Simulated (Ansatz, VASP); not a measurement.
SiO2: VASP beside Ansatz

```xyz
24
Lattice="5.1231 0.0000 0.0000 0.1908 5.1195 0.0000 0.0000 0.0000 28.5637" Properties=species:S:1:pos:R:3 pbc="T T T"
O     4.2600    4.8840    7.5000
O     2.3823    1.5154    8.6231
O     2.4777    4.0751    9.2772
O     4.1646    2.3242   10.4003
O     1.6031    2.3242   11.0544
O     5.0393    4.0751   12.1776
O     4.9438    1.5154   12.8317
O     1.6985    4.8840   13.9548
O     4.2600    4.8840   14.6089
O     2.3823    1.5154   15.7320
O     2.4777    4.0751   16.3861
O     4.1646    2.3242   17.5092
O     1.6031    2.3242   18.1633
O     5.0393    4.0751   19.2864
O     4.9438    1.5154   19.9405
O     1.6985    4.8840   21.0637
Si    2.5615    0.0000    8.0616
Si    2.6569    2.5597    9.8388
Si    0.0954    2.5597   11.6160
Si    0.0000    0.0000   13.3932
Si    2.5615    0.0000   15.1704
Si    2.6569    2.5597   16.9477
Si    0.0954    2.5597   18.7249
Si    0.0000    0.0000   20.5021
```

Alike in both runs: task single point; functional PBEsol; k mesh 5 × 5 × 1; occupations gaussian, width 0.05 eV; no spin polarisation.

```csv
,VASP,Ansatz
version,VASP 6.6.1,Ansatz 0.2.0
potentials or method,"VASP PAW PBE potentials, release 64 (O, Si), cutoff 520 eV","scalar-relativistic, plane waves, PAW"
valence electrons in the cell,128,128
```

```tsv
	VASP	Ansatz	Ansatz less VASP
gap on the k mesh at the Fermi level (eV)	1.18	1.20	+0.027
least direct gap on the mesh (eV)	1.21	1.23	+0.027
rms of the force components (eV/Å)	1.087	1.127	+0.0396
```

VASP's potentials were made for PBE, not for PBEsol. The functional is the same, so the differences come from potentials, cutoffs and numerics.
